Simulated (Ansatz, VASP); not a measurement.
**GaB2 in VASP and in Ansatz**

```
Ga B
1.0
    -1.76867    1.76867    2.78465
     1.76867   -1.76867    2.78465
     1.76867    1.76867   -2.78465
Ga B
1 2
Cartesian
  0.0000 0.0000 0.0000
  0.0000 0.0000 3.5638
  0.0000 0.0000 2.0055
```

Alike in both runs: functional PBE; k mesh 8 × 8 × 8; occupations gaussian, width 0.1 eV; no spin polarisation.

Ansatz relaxed the structure, and its values are those at the end. VASP's run is a single point on that final structure, the one shown.

|  | VASP | Ansatz |
| --- | --- | --- |
| version | VASP 6.6.1 | Ansatz 0.2.0 |
| potentials or method | VASP PAW PBE potentials, release 64 (Ga_d, B), cutoff 500 eV | scalar-relativistic, plane waves, PAW |
| valence electrons in the cell | 19 | 19 |

|  | VASP | Ansatz | Ansatz less VASP |
| --- | --- | --- | --- |
| gap on the k mesh at the Fermi level (eV) | none | none | - |
| pressure (GPa) | 0.1 | 0.1 | -0.01 |
| rms of the force components (eV/Å) | 0.007 | 0.003 | -0.0037 |

A gap of «none» marks a metal or a gap that the smearing closes. The functional is the same, so the differences come from potentials, cutoffs and numerics.
